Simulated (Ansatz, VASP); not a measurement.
# Two plane-wave programs on Ca

File INCAR:

```
SYSTEM = Ca
ALGO = Normal ; EDIFF = 1E-7
ENCUT = 520 ; GGA = CA
ISIF = 2 ; ISMEAR = -1
LASPH = .True. ; LCHARG = .False.
LREAL = .False. ; LWAVE = .False.
NBANDS = 11 ; NELM = 60
PREC = Accurate ; SIGMA = 0.1
```

The input KPOINTS:

```
k-points
0
Gamma
  10 10 10
  0 0 0
```

POSCAR

```
Ca
1.0
    0.0000000000      2.6714532750      2.6714532750
    2.6714532750      0.0000000000      2.6714532750
    2.6714532750      2.6714532750      0.0000000000
Ca
1
Direct
    0.0000000000      0.0000000000      0.0000000000
```

Input for Ansatz:

```yaml
crystal:
  lattice:
    - [0.0, 2.671453275, 2.671453275]
    - [2.671453275, 0.0, 2.671453275]
    - [2.671453275, 2.671453275, 0.0]
  atoms:
    - { symbol: Ca, position: [0.0, 0.0, 0.0] }
hamiltonian:
  xc: lda
  pseudopotentials:
    kind: paw
    azcp:
      Ca: "pseudopotentials/Ca.paw.azcp"
basis:
  ecutwfc: 500
  fft_grid_basis: typed
kpoints:
  mp_grid: { grid: [10, 10, 10], shift: [0, 0, 0] }
magnetization:
  spin_polarized: false
scf:
  occupations: { method: fermi_dirac, width: 0.1 }
  lower_state_search: "off"
output:
  stress: true
```

Alike in both runs: task single point; functional LDA; k mesh 10 × 10 × 10; occupations fermi-dirac, width 0.1 eV; no spin polarisation.

```csv
,VASP,Ansatz
version,VASP 6.6.1,Ansatz 0.2.0
potentials or method,"VASP PAW LDA potentials, release 64 (Ca_sv), cutoff 520 eV","plane waves (500 eV) with PAW, scalar-relativistic"
valence electrons in the cell,10,10
```

|  | VASP | Ansatz | Ansatz less VASP |
| --- | --- | --- | --- |
| pressure (GPa) | 0.0 | 0.0 | -0.01 |

Ansatz warns that its potentials were made for another functional, while VASP's fit it. LDA's correlation is that of Perdew and Zunger in VASP and of Perdew and Wang (1992) in Ansatz.
